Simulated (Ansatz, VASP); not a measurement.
# KF: VASP beside Ansatz

```
CELL_PARAMETERS angstrom
0.00000 2.67350 2.67350
2.67350 0.00000 2.67350
2.67350 2.67350 0.00000
ATOMIC_POSITIONS crystal
K 0.00000 0.00000 0.00000
F 0.50000 0.50000 0.50000
```

Alike in both runs: task single point; functional B3LYP; k mesh 4 × 4 × 4; occupations gaussian, width 0.05 eV; no spin polarisation.

|  | VASP | Ansatz |
| --- | --- | --- |
| version | VASP 6.6.1 | Ansatz 0.2.0 |
| potentials or method | VASP PAW PBE potentials, release 64 (K_sv, F), cutoff 520 eV | scalar-relativistic, plane waves, PAW |
| valence electrons in the cell | 16 | 16 |

```csv
,VASP,Ansatz,Ansatz less VASP
gap on the k mesh at the Fermi level (eV),8.39,8.39,0.000
least direct gap on the mesh (eV),8.39,8.39,0.000
pressure (GPa),0.9,0.9,+0.01
```

VASP's potentials were made for PBE, not for B3LYP. Ansatz's warnings: stress exchange threshold loose, stress scf threshold loose.

The k mesh is coarse, so the values compare programs but aren't converged.
